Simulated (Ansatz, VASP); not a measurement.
CdS: VASP beside Ansatz

```xyz
2
Lattice="0.0000 2.9737 2.9737 2.9737 0.0000 2.9737 2.9737 2.9737 0.0000" Properties=species:S:1:pos:R:3 pbc="T T T"
Cd    0.0000    0.0000    0.0000
S     4.4606    4.4606    4.4606
```

Alike in both runs: task single point; functional revPBE; dispersion D3(BJ); k mesh 8 × 8 × 8; occupations fermi-dirac, width 0.05 eV; no spin polarisation.

|  | VASP | Ansatz |
| --- | --- | --- |
| version | VASP 6.6.1 | Ansatz 0.2.0 |
| potentials or method | VASP PAW PBE potentials, release 64 (Cd_sv_GW, S) | Ansatz PAW |
| plane-wave cutoff (eV) | 630 | 420 |
| valence electrons in the cell | 26 | 26 |

```tsv
	VASP	Ansatz	Ansatz less VASP
gap on the k mesh at the Fermi level (eV)	1.16	1.16	0.000
least direct gap on the mesh (eV)	1.16	1.16	0.000
pressure (GPa)	-3.1	-3.0	+0.13
```

VASP's potentials were made for PBE, not for revPBE.
